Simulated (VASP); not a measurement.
Crystal: PrWCl2.

```
Pr W Cl
1.0
     4.80177    0.00000    0.00000
    -2.40088    4.15845    0.00000
     0.00000    0.00000    6.33378
Pr W Cl
1 1 2
Direct
  0.00000 0.00000 0.00000
  0.00000 0.00000 0.50000
  0.33333 0.66667 0.50000
  0.66667 0.33333 0.50000
```

The cell was generated, and may not be a known phase.

Base run:

- Program: VASP 6.6.1
- Functional: PBE
- Potentials or basis: VASP PAW PBE potentials, release 64 (Pr_3, W_sv, Cl), 4f in core
- Cutoff: 500 eV
- k mesh: 6 × 6 × 4
- Occupations: gaussian, width 0.1 eV
- Spin: collinear spin
- Starting moments: [-0.13, 1.01, 0.01, 0.01] μB

Its results: pressure -5.9 GPa.

**Question.** The run is repeated on the same cell with these changes: spin from collinear spin to no spin polarisation; further incar settings from ALGO = Normal; EDIFF = 1e-06; NBANDS = 32 to ALGO = Normal; EDIFF = 1e-06; NBANDS = 28. What comes out?

**Answer.** Pressure -6.4 GPa.

Caveats: the cell stands under tension; the magnetic or orbital state may not be the lowest (at least some runs); an odd number of electrons without spin polarisation forces a metal (at least some runs); a magnetic or distorted state may lie lower (at least some runs).
